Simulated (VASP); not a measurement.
Set up this calculation in VASP 6.6.1, as the native input.

* Task: single point
* Functional: PBEsol
* Potentials or basis: VASP PAW PBE potentials, release 64 (Ge_d, Sb, Te)
* Cutoff: 520 eV
* k mesh: 9 × 9 × 2
* Occupations: gaussian, width 0.03 eV
* Spin: no spin polarisation
* Dipole correction: no
* Further INCAR settings: ALGO = Normal; EDIFF = 1e-06; NBANDS = 44

The structure of Ge2Sb2Te5 lies in POSCAR:

```
Ge2Sb2Te5
1.0
    4.2023717130      0.0000000000      0.0000000000
   -2.1011858565      3.6393606597      0.0000000000
    0.0000000000      0.0000000000     17.1304772236
Ge Sb Te
2 2 5
Direct
    0.0000000000      0.0000000000      0.3377431858
    0.0000000000      0.0000000000      0.6622568142
    0.3333333333      0.6666666667      0.1166512047
    0.6666666667      0.3333333333      0.8833487953
    0.0000000000      0.0000000000      0.0000000000
    0.3333333333      0.6666666667      0.7813977855
    0.6666666667      0.3333333333      0.2186022145
    0.3333333333      0.6666666667      0.4202212940
    0.6666666667      0.3333333333      0.5797787060
```

These files were run (other wordings do the same):

INCAR

```
ALGO = Normal
EDIFF = 1E-6
ENCUT = 520
GGA = PS
ISIF = 2
ISMEAR = 0
LASPH = True
LCHARG = False
LREAL = False
LWAVE = False
NBANDS = 44
NELM = 60
PREC = Accurate
SIGMA = 0.03
```

KPOINTS

```
k-points
0
Gamma
  9 9 2
```

Potentials or basis: VASP PAW PBE potentials, release 64 (Ge_d, Sb, Te).

Command:

```bash
$ cat potpaw_PBE.64/Ge_d/POTCAR potpaw_PBE.64/Sb/POTCAR potpaw_PBE.64/Te/POTCAR > POTCAR
$ mpirun -np 1 vasp_std > vasp.out
```

Results of the run:

```
Pressure               : 0.1 GPa
Largest force          : 0.028 eV/Å
Band gap on the k mesh : 0.05 eV (least direct gap 0.12 eV)
```

Caveat: the PAW data sets were made with another functional, which shifts forces and pressure a little; spin-orbit coupling is left out, which moves the levels of the heavy elements; an odd mesh through Γ misses points on the zone boundary, where band edges can lie.

Wall time 4.2 min on 1 thread of Intel(R) Xeon(R) Platinum 8488C (Sapphire Rapids) (shared host), peak memory 0.49 GiB.
